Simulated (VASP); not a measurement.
Here is a VASP 6.6.1 calculation.

INCAR

```
SYSTEM = Mn
PREC = Accurate ; ENCUT = 500
EDIFF = 1E-6 ; ISMEAR = 0
SIGMA = 0.1 ; LREAL = .False.
LASPH = .True. ; NELM = 200
ALGO = Normal ; ISIF = 2
LWAVE = .False. ; LCHARG = .False.
ISPIN = 2 ; MAGMOM = 4
LORBIT = 11 ; LMAXMIX = 4
GGA = PS ; NBANDS = 16
GGA_COMPAT = .False.
```

KPOINTS

```
regular mesh
0
Gamma
  8 8 8
  0 0 0
```

File POSCAR:

```
Mn
1.0
   -1.4576193891      1.4576193891      1.4576193891
    1.4576193891     -1.4576193891      1.4576193891
    1.4576193891      1.4576193891     -1.4576193891
Mn
1
Direct
    0.0000000000      0.0000000000      0.0000000000
```

Potentials or basis: VASP PAW PBE potentials, release 64 (Mn_pv).

Command:

```bash
$ cat potpaw_PBE.64/Mn_pv/POTCAR > POTCAR
$ mpirun -np 1 vasp_std > vasp.out
```

Q: Estimate the pressure.

A: -32.3 GPa.

Q: Predict the band gap on the k mesh.

A: Zero (filled and empty bands overlap).

Q: Estimate the site moments.

A: Mn +1.01 μB.

Caveat: the k points lie up to 0.38 Å⁻¹ apart, too coarse for converged energies and pressures of a metal; the PAW data sets were made with another functional, which shifts forces and pressure a little.
